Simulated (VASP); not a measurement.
Wanted: the native input for a VASP 6.6.1 run.

```yaml
Task: single point
Functional: LDA
Potentials_or_basis: VASP PAW LDA potentials, release 64 (Sb)
Cutoff: 520 eV
k_mesh: 9 × 9 × 9
Occupations: gaussian, width 0.3 eV
Spin: no spin polarisation
Dipole_correction: no
Further_INCAR_settings: ALGO = Normal; EDIFF = 1e-07; NBANDS = 12
```

The structure of Sb lies in POSCAR:

```
Sb
1.0
    2.1456002536      1.2387628840      3.6587425366
   -2.1456002536      1.2387628840      3.6587425366
    0.0000000000     -2.4775257680      3.6587425366
Sb
2
Direct
    0.2359371474      0.2359371474      0.2359371474
    0.7640628526      0.7640628526      0.7640628526
```

These files were run (other wordings do the same):

INCAR

```
PREC     = Accurate       # precision mode
ENCUT    = 520            # plane-wave cutoff, eV
EDIFF    = 1E-7           # SCF threshold, eV
ISMEAR   = 0              # smearing method
SIGMA    = 0.3            # smearing width, eV
LREAL    = False          # projectors in reciprocal space
LASPH    = True           # aspherical terms in the spheres
NELM     = 80             # most SCF steps
ALGO     = Normal         # electronic algorithm
ISIF     = 2              # what is computed and relaxed
LWAVE    = False          # write WAVECAR
LCHARG   = True           # write CHGCAR
LELF     = True           # ELF
LVHAR    = True         
NBANDS   = 12             # bands
```

KPOINTS

```
regular mesh
0
Gamma
  9 9 9
```

Potentials or basis: VASP PAW LDA potentials, release 64 (Sb).

Launch:

```console
$ cat potpaw_LDA.64/Sb/POTCAR > POTCAR
$ mpirun -np 1 vasp_std > vasp.out
```

Results of the run:

* Pressure: 0.3 GPa
* Largest force: 0.072 eV/Å

Wall time 21 s on 1 thread of Intel(R) Xeon(R) 6975P-C (Granite Rapids) (shared host), peak memory 0.19 GiB.
